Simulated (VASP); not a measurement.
# Sr (R-3m) in VASP: further runs

The runs below take Sr through single point, with PBEsol.

Program: VASP 6.6.1. These are calculated values, not measurements. Logs are shortened: lines on timing, memory, paths and dates and some standing lists are left out, and cuts for length are marked.

### 1 The cell of the first run

It takes space group R-3m (No. 166, trigonal). The conventional cell has a = 6.117 Å, b = 6.117 Å, c = 5.281 Å, α = 90.00°, β = 90.00°, γ = 120.00°. Within 5.3 Å of Sr (site symmetry -3m) lie 14 Sr at 3.95 to 5.28 Å.

### 2 Single point, PBEsol

File INCAR:

```
ALGO = Fast
EDIFF = 1E-7
ENCUT = 520
GGA = PS
ISIF = 2
ISMEAR = 0
LASPH = T
LCHARG = T
LELF = T
LREAL = F
LVHAR = T
LWAVE = F
NBANDS = 11
NELM = 80
PREC = Accurate
SIGMA = 0.15
```

File KPOINTS:

```
k-points
0
Gamma
  16 16 16
```

File POSCAR:

```
Sr
1.0
   -1.8670267831      2.4581317878      2.4581317878
    2.4581317878     -1.8670267831      2.4581317878
    2.4581317878      2.4581317878     -1.8670267831
Sr
1
Direct
    0.0000000000      0.0000000000      0.0000000000
```

Potentials or basis: VASP PAW PBE potentials, release 64 (Sr_sv).

Launch:

```bash
> cat potpaw_PBE.64/Sr_sv/POTCAR > POTCAR
> mpirun -np 1 vasp_std > vasp.out
```

OUTCAR:

```text
EDIFF = 1E-7
   ENCUT = 520
   GGA = PS
   ISIF = 2
   ISMEAR = 0
   LASPH = T
   LREAL = F
   NELM = 80
   PREC = Accurate

 ion  position               nearest neighbor table
   1  0.000  0.000  0.000-

  LATTYP: Found a trigonal (rhomboedric) cell.
 ALAT       =     3.9459615788
 COS(alpha) =    -0.2014297013

  Lattice vectors:

 A1 = (  -1.8670267831,   2.4581317878,   2.4581317878)
 A2 = (   2.4581317878,  -1.8670267831,   2.4581317878)
 A3 = (   2.4581317878,   2.4581317878,  -1.8670267831)

Analysis of symmetry for initial positions (statically):
=====================================================================
 Subroutine PRICEL returns:
 Original cell was already a primitive cell.

 Routine SETGRP: Setting up the symmetry group for a
 trigonal (rhombohedral) supercell.

 Subroutine GETGRP returns: Found 12 space group operations
 (whereof 12 operations were pure point group operations)
 out of a pool of 12 trial point group operations.

The static configuration has the point symmetry D_3d.

Analysis of symmetry for dynamics (positions and initial velocities):
=====================================================================
 Subroutine PRICEL returns:
 Original cell was already a primitive cell.

 Routine SETGRP: Setting up the symmetry group for a
 trigonal (rhombohedral) supercell.

 Subroutine GETGRP returns: Found 12 space group operations
 (whereof 12 operations were pure point group operations)
 out of a pool of 12 trial point group operations.

The dynamic configuration has the point symmetry D_3d.

 Subroutine INISYM returns: Found 12 space group operations
 (whereof 12 operations are pure point group operations),
 and found     1 'primitive' translations

----------------------------------------------------------------------------------------

                                     Primitive cell

  volume of cell :      57.0421

  direct lattice vectors                    reciprocal lattice vectors
    -1.867026783  2.458131788  2.458131788    -0.044819959  0.186385437  0.186385437
     2.458131788 -1.867026783  2.458131788     0.186385437 -0.044819959  0.186385437
     2.458131788  2.458131788 -1.867026783     0.186385437  0.186385437 -0.044819959

  length of vectors
     3.945961579  3.945961579  3.945961579     0.267372196  0.267372196  0.267372196

  position of ions in fractional coordinates (direct lattice)
     0.000000000  0.000000000  0.000000000

[... 82 lines left out ...]
   ISYM   =      2    0-nonsym 1-usesym 2-fastsym
   POTIM  = 0.5000    time-step for ionic-motion
   TEBEG  =    0.0;   TEEND  =   0.0 temperature during run
   PSTRESS=    0.0 pullay stress
   NELECT =      10.0000    total number of electrons
   NUPDOWN=      -1.0000    fix difference up-down
   EMIN   =  10.00;   EMAX   =-10.00  energy-range for DOS
   EFERMI =   0.00;   METHOD = LEGACY
   ISMEAR =     0;   SIGMA  =   0.15  broadening in eV -4-tet -1-fermi 0-gaus
   EFERMI_NEDOS =   21; number of points for ismear=-14 and -15
   IALGO  =     68    algorithm
   IMIX   =      4    mixing-type and parameters
     AMIX     =   0.40;   BMIX     =  1.00
     AMIX_MAG =   1.60;   BMIX_MAG =  1.00
  volume/ion in A,a.u.               =      57.04       384.94
  Fermi-wavevector in a.u.,A,eV,Ry     =   0.916241  1.731445 11.422060  0.839498
  Thomas-Fermi vector in A             =   2.041074
   LORBIT       =      0    0 simple, 1 ext, 2 COOP (PROOUT), +10 PAW based schemes
   GGA     = PS    functional components
   LHFCALC =     F    Hartree Fock is set to
   AEXX    =    0.0000 exact exchange contribution
   IVDW    =     0    specifies the selected vdW correction
   LEPSILON=     F    determine dielectric tensor
   LRPA    =     F    only Hartree local field effects (RPA)
 non-spin polarized calculation
 RMM-DIIS sequential band-by-band and
 Gauss-broadening in eV      SIGMA  =   0.15
  energy-cutoff  :      520.00
  volume of cell :       57.04
 maximum number of plane-waves:      1564
 NGX is ok and might be reduce to    30

 number of electron      10.0000000 magnetization

 Free energy of the ion-electron system (eV)
  ---------------------------------------------------
  ext. energy  EPLUGINS =         0.00000000
  ---------------------------------------------------
  free energy    TOTEN  =        -1.61764236 eV

  energy without entropy =       -1.60141421  energy(sigma->0) =       -1.60952828

 E-fermi :   1.2615     XC(G=0):  -7.3118

 val. band max:        1.2506796571   @ k =  -0.2500   0.5000   0.0625
 cond. band min:       1.2688227270   @ k =  -0.3750   0.5000   0.3750
 fundamental gap:      0.0181430700
 Fermi energy:         1.2614778809

 k-point     1 :       0.0000    0.0000    0.0000
  band No.  band energies     occupation
      1     -35.3914      2.00000
      2     -17.2796      2.00000
      3     -17.2709      2.00000
      4     -17.2709      2.00000
      5      -2.2067      2.00000
      6       2.4927      0.00000
      7       2.4927      0.00000
      8       5.1619      0.00000
      9       5.6572      0.00000
     10       5.6572      0.00000
     11       8.4451      0.00000
[... 309 lines left out ...]
 k-point    24 :      -0.0625    0.0625    0.0000
  band No.  band energies     occupation
      1     -35.3904      2.00000
      2     -17.2832      2.00000
      3     -17.2811      2.00000
      4     -17.2719      2.00000
      5      -2.1242      2.00000
      6       2.5177      0.00000
      7       2.5603      0.00000
      8       4.9772      0.00000
      9       5.4756      0.00000
     10       5.5696      0.00000
     11       8.6199      0.00000

 [... further k-points ...]

------------------------ aborting loop because EDIFF is reached ----------------------------------------

  FORCE on cell =-STRESS in cart. coord.  units (eV):
  Direction    XX          YY          ZZ          XY          YZ          ZX
  --------------------------------------------------------------------------------------
  -------------------------------------------------------------------------------------
  Total       -0.2212393     -0.2212393     -0.2212393     -0.4132039     -0.4132039     -0.4132039
  in kB       -6.2140909     -6.2140909     -6.2140909    -11.6059252    -11.6059252    -11.6059252
  external PRESSURE =      -6.2140909 kB  Pullay stress =       0.0000000 kB

 VOLUME and BASIS-vectors are now :
 -----------------------------------------------------------------------------
  energy-cutoff  :      520.00
  volume of cell :       57.04
      direct lattice vectors                 reciprocal lattice vectors
    -1.867026783  2.458131788  2.458131788    -0.044819959  0.186385437  0.186385437
     2.458131788 -1.867026783  2.458131788     0.186385437 -0.044819959  0.186385437
     2.458131788  2.458131788 -1.867026783     0.186385437  0.186385437 -0.044819959

 POSITION                                       TOTAL-FORCE (eV/Angst)
 -----------------------------------------------------------------------------------
      0.00000      0.00000      0.00000         0.000000      0.000000     -0.000000
 -----------------------------------------------------------------------------------
    total drift:                                0.000000     -0.000000     -0.000000

  FREE ENERGIE OF THE ION-ELECTRON SYSTEM (eV)
  ---------------------------------------------------
  free  energy   TOTEN  =        -1.6176423602 eV

  energy  without entropy=       -1.6014142080  energy(sigma->0) =       -1.60952828
```

OSZICAR:

```text
N       E                     dE             d eps       ncg     rms          rms(c)
DAV:   1     0.365728275951E+02    0.36573E+02   -0.47064E+03  9174   0.779E+02
DAV:   2     0.163968286907E+00   -0.36409E+02   -0.35764E+02 10747   0.151E+02
DAV:   3    -0.153509781039E+01   -0.16991E+01   -0.16837E+01 13595   0.244E+01
DAV:   4    -0.162002538570E+01   -0.84928E-01   -0.84740E-01 12176   0.489E+00
DAV:   5    -0.162165756550E+01   -0.16322E-02   -0.16321E-02 13380   0.564E-01    0.119E+01
RMM:   6    -0.161920319900E+01    0.24544E-02   -0.59368E-03 10127   0.906E-01    0.672E+00
RMM:   7    -0.161721047456E+01    0.19927E-02   -0.13617E-02 11311   0.135E+00    0.248E-01
RMM:   8    -0.161752127121E+01   -0.31080E-03   -0.43670E-03 13034   0.375E-01    0.926E-02
RMM:   9    -0.161761117804E+01   -0.89907E-04   -0.64316E-04 15241   0.112E-01    0.902E-02
RMM:  10    -0.161763242218E+01   -0.21244E-04   -0.13875E-04 14058   0.804E-02    0.183E-01
RMM:  11    -0.161763941383E+01   -0.69917E-05   -0.56720E-05 15013   0.379E-02    0.138E-02
RMM:  12    -0.161764100370E+01   -0.15899E-05   -0.18966E-05 16274   0.162E-02    0.550E-03
RMM:  13    -0.161764153095E+01   -0.52724E-06   -0.60338E-06 15204   0.829E-03    0.567E-03
RMM:  14    -0.161764189891E+01   -0.36797E-06   -0.29413E-06 13578   0.546E-03    0.760E-04
RMM:  15    -0.161764210088E+01   -0.20197E-06   -0.15235E-06 11878   0.348E-03    0.113E-03
RMM:  16    -0.161764222585E+01   -0.12496E-06   -0.84082E-07 10247   0.248E-03    0.635E-04
RMM:  17    -0.161764233019E+01   -0.10435E-06   -0.50652E-07  9280   0.195E-03    0.311E-04
RMM:  18    -0.161764236022E+01   -0.30031E-07   -0.30375E-07  7404   0.131E-03
   1 F= -.16176424E+01 E0= -.16095283E+01  d E =-.162282E-01
```

stdout:

```text
POSCAR found type information on POSCAR Sr
 POSCAR found :  1 types and       1 ions
 scaLAPACK will be used
 -----------------------------------------------------------------------------
|                                                                             |
|                                                                             |
|     You enforced a specific xc type in the INCAR file but a different       |
[... 39 lines left out ...]
WARNING in EDDRMM: call to ZHEGV failed, returncode =   6  3      6
WARNING in EDDRMM: call to ZHEGV failed, returncode =   6  3      8
WARNING in EDDRMM: call to ZHEGV failed, returncode =   6  3      7
WARNING in EDDRMM: call to ZHEGV failed, returncode =   6  3      8
WARNING in EDDRMM: call to ZHEGV failed, returncode =   8  4     11
WARNING in EDDRMM: call to ZHEGV failed, returncode =   8  4     10
WARNING in EDDRMM: call to ZHEGV failed, returncode =   8  4      9
```

It took 2.8 min on 1 thread of AMD EPYC 9R45 (Zen 5), shared host; peak memory 0.34 GiB.

What came out:

```yaml
Free_energy: -1.6176 eV
Pressure: -0.6 GPa
Band_gap_on_the_k_mesh: zero (bands 5 and 6 overlap by 0.72 eV)
```

Stress tensor (GPa, compression positive):
```
-0.62 -1.16 -1.16
-1.16 -0.62 -1.16
-1.16 -1.16 -0.62
```

Caveat: the PAW data sets were made with another functional, which shifts forces and pressure a little.

### 3 Single point, PBEsol

This run uses another cell than the first one, of the same volume but with other edges.

File INCAR:

```
SYSTEM = Sr
  PREC = Accurate
  ENCUT = 520
  EDIFF = 1E-6
  ISMEAR = 0
  SIGMA = 0.15
  LREAL = .FALSE.
  LASPH = .TRUE.
  NELM = 80
  ALGO = Fast
  ISIF = 2
  LWAVE = .FALSE.
  LCHARG = .FALSE.
  GGA = PS
  NBANDS = 11
```

File KPOINTS:

```
Automatic mesh
0
G
  16 16 16
  0 0 0
```

File POSCAR:

```
Sr
1.0
   -3.2585094773      2.4918013650      2.4918013650
    2.4918013650     -3.2585094773      2.4918013650
    2.4918013650      2.4918013650     -3.2585094773
Sr
1
Direct
    0.0000000000      0.0000000000      0.0000000000
```

Potentials or basis: VASP PAW PBE potentials, release 64 (Sr_sv).

Launch:

```bash
> cat potpaw_PBE.64/Sr_sv/POTCAR > POTCAR
> mpirun -np 1 vasp_std > vasp.out
```

It took 3.4 min on 1 thread of AMD EPYC 9R45 (Zen 5), shared host; peak memory 0.38 GiB.

It converged, with:

* Free energy: -0.6930 eV
* Pressure: 1.6 GPa
* Band gap on the k mesh: zero (bands 5 and 6 overlap by 0.49 eV)

Stress tensor (GPa, compression positive):
```
1.58 6.85 6.85
6.85 1.58 6.85
6.85 6.85 1.58
```

Levels at points of the mesh, in eV from the Fermi level:
```
           k point  band 3  band 4  band 5  band 6  band 7  band 8
(0.00, 0.00, 0.00)  -18.75  -17.92   -3.12    0.22    1.71    1.71
(0.50, 0.00, 0.00)  -18.48  -18.46   -0.21    0.66    2.45    2.79
(0.50, 0.50, 0.00)  -18.76  -17.92   -1.33   -0.19    0.21    3.43
(0.50, 0.50, 0.50)  -18.48  -18.48   -0.13   -0.13    4.13    4.13
```

Caveat: the PAW data sets were made with another functional, which shifts forces and pressure a little.

### 4 Single point, PBEsol

This run uses another cell than the first one, of the same volume but with other edges.

File INCAR:

```
SYSTEM = Sr
PREC = Accurate
ENCUT = 520
EDIFF = 1E-7
ISMEAR = 0
SIGMA = 0.15
LREAL = .FALSE.
LASPH = .TRUE.
NELM = 100
ALGO = Fast
ISIF = 2
LWAVE = .FALSE.
LCHARG = .FALSE.
GGA = PS
NBANDS = 11
```

KPOINTS is that of step 3.

File POSCAR:

```
Sr
1.0
   -2.6879925876      2.4319932935      2.4319932935
    2.4319932935     -2.6879925876      2.4319932935
    2.4319932935      2.4319932935     -2.6879925876
Sr
1
Direct
    0.0000000000      0.0000000000      0.0000000000
```

Launch:

```bash
> cat potpaw_PBE.64/Sr_sv/POTCAR > POTCAR
> mpirun -np 1 vasp_std > vasp.out
```

Run time: 2.4 min. Hardware: 1 thread of AMD EPYC 9R45 (Zen 5), shared host; peak memory 0.35 GiB.

Results (log left out):

| Item | Value |
| --- | --- |
| Free energy | -1.7326 eV |
| Pressure | -0.8 GPa |
| Band gap on the k mesh | zero (bands 5 and 6 overlap by 0.37 eV) |

Stress tensor (GPa, compression positive):
```
-0.78  1.66  1.66
 1.66 -0.78  1.66
 1.66  1.66 -0.78
```

Levels at points of the mesh, in eV from the Fermi level:
| k point | band 3 | band 4 | band 5 | band 6 | band 7 | band 8 |
| --- | --- | --- | --- | --- | --- | --- |
| (0.00, 0.00, 0.00) | -18.52 | -18.46 | -3.53 | 1.60 | 2.41 | 2.41 |
| (0.50, 0.00, 0.00) | -18.56 | -18.50 | -0.70 | 0.65 | 1.29 | 3.10 |
| (0.50, 0.50, 0.00) | -18.56 | -18.47 | -1.18 | -0.05 | 0.99 | 4.00 |
| (0.50, 0.50, 0.50) | -18.58 | -18.58 | -0.04 | -0.04 | 3.60 | 3.60 |

Caveat: the PAW data sets were made with another functional, which shifts forces and pressure a little.

### 5 Single point, PBEsol

This run uses another cell than the first one, of the same volume but with other edges.

File INCAR:

```
ALGO = Fast
EDIFF = 1E-7
ENCUT = 520
GGA = PS
ISIF = 2
ISMEAR = 0
LASPH = True
LCHARG = False
LREAL = False
LWAVE = False
NBANDS = 11
NELM = 60
PREC = Accurate
SIGMA = 0.15
```

File KPOINTS:

```
k-points
0
Gamma
  16 16 16
```

File POSCAR:

```
Sr
1.0
   -2.1298782120      2.4341465280      2.4341465280
    2.4341465280     -2.1298782120      2.4341465280
    2.4341465280      2.4341465280     -2.1298782120
Sr
1
Direct
    0.0000000000      0.0000000000      0.0000000000
```

Launch:

```bash
> cat potpaw_PBE.64/Sr_sv/POTCAR > POTCAR
> mpirun -np 1 vasp_std > vasp.out
```

It took 2.2 min on 1 thread of AMD EPYC 9R45 (Zen 5), shared host; peak memory 0.34 GiB.

The run converged. Its results:

| Item | Value |
| --- | --- |
| Free energy | -1.7473 eV |
| Pressure | -0.9 GPa |
| Band gap on the k mesh | zero (bands 5 and 6 overlap by 0.51 eV) |

Stress tensor (GPa, compression positive):
```
-0.86 -0.99 -0.99
-0.99 -0.86 -0.99
-0.99 -0.99 -0.86
```

Levels at points of the mesh, in eV from the Fermi level:
```csv
k point,band 2,band 3,band 4,band 5,band 6,band 7,band 8,band 9
"(0.00, 0.00, 0.00)",-18.52,-18.51,-18.51,-3.54,1.74,1.74,3.17,3.94
"(0.50, 0.00, 0.00)",-18.70,-18.53,-18.50,-1.16,-0.04,1.17,3.71,4.27
"(0.50, 0.50, 0.00)",-18.73,-18.61,-18.50,-0.72,0.64,1.08,3.38,3.74
"(0.50, 0.50, 0.50)",-18.69,-18.69,-18.58,-0.02,-0.02,3.54,3.62,3.63
```

Caveat: the PAW data sets were made with another functional, which shifts forces and pressure a little.

### 6 Summary

| cell | further INCAR settings | gap on the mesh (eV) | pressure (GPa) |
| --- | --- | --- | --- |
| a = 3.946 Å, angles 101.6°, 1 atom | ALGO = Fast; EDIFF = 1e-07; NBANDS = 11 | none | -0.6 |
| a = 4.800 Å, angles 115.8°, 1 atom | ALGO = Fast; EDIFF = 1e-06; NBANDS = 11 | none | 1.6 |
| a = 4.365 Å, angles 112.1°, 1 atom | ALGO = Fast; EDIFF = 1e-07; NBANDS = 11 | none | -0.8 |
| a = 4.048 Å, angles 105.7°, 1 atom | ALGO = Fast; EDIFF = 1e-07; NBANDS = 11 | none | -0.9 |

Alike in all rows: task single point; level PBEsol; potentials or basis VASP PAW PBE potentials, release 64 (Sr_sv); no spin polarisation; k mesh 16 × 16 × 16; cutoff (eV) 520; smearing gaussian 0.15 eV.

Caveats: the PAW data sets were made with another functional, which shifts forces and pressure a little.

Total energies depend on the potentials used, so only differences within one code and one set of settings carry meaning.
